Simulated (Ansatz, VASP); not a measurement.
**AlNi in VASP and in Ansatz**

```xyz
2
Lattice="2.0426 -2.0426 0.0000 2.0426 2.0426 0.0000 0.0000 0.0000 2.9004" Properties=species:S:1:pos:R:3 pbc="T T T"
Al    0.0000    0.0000   -0.1000
Ni    2.0426    0.0000    1.4962
```

Change from the starting cell: mode 4 frozen in at +0.000 Å and mode 6 at -0.100 Å (largest displacements).

Alike in both runs: task single point; functional PBE; k mesh 16 × 16 × 16; occupations gaussian, width 0.15 eV; no spin polarisation.

|  | VASP | Ansatz |
| --- | --- | --- |
| version | VASP 6.6.1 | Ansatz 0.2.0 |
| potentials or method | VASP PAW PBE potentials, release 64 (Al, Ni), cutoff 520 eV | scalar-relativistic, plane waves, PAW |
| valence electrons in the cell | 13 | 21 |

```csv
,VASP,Ansatz,Ansatz less VASP
gap on the k mesh at the Fermi level (eV),none,none,-
pressure (GPa),1.3,1.4,+0.05
"traceless stress, the component that is largest in VASP (GPa)",-0.89,-0.87,+0.012
rms of the force components (eV/Å),0.481,0.478,-0.0031
```

Atom by atom the forces differ by 0.003 eV/Å (rms over components). A gap of «none» marks a metal or a gap that the smearing closes. The functional is the same, so the differences come from potentials, cutoffs and numerics. VASP's potentials hold 13 valence electrons a cell and Ansatz's 21, so a difference there can come from the potentials and not from the codes. Ansatz's warnings: near symmetry operations not taken.
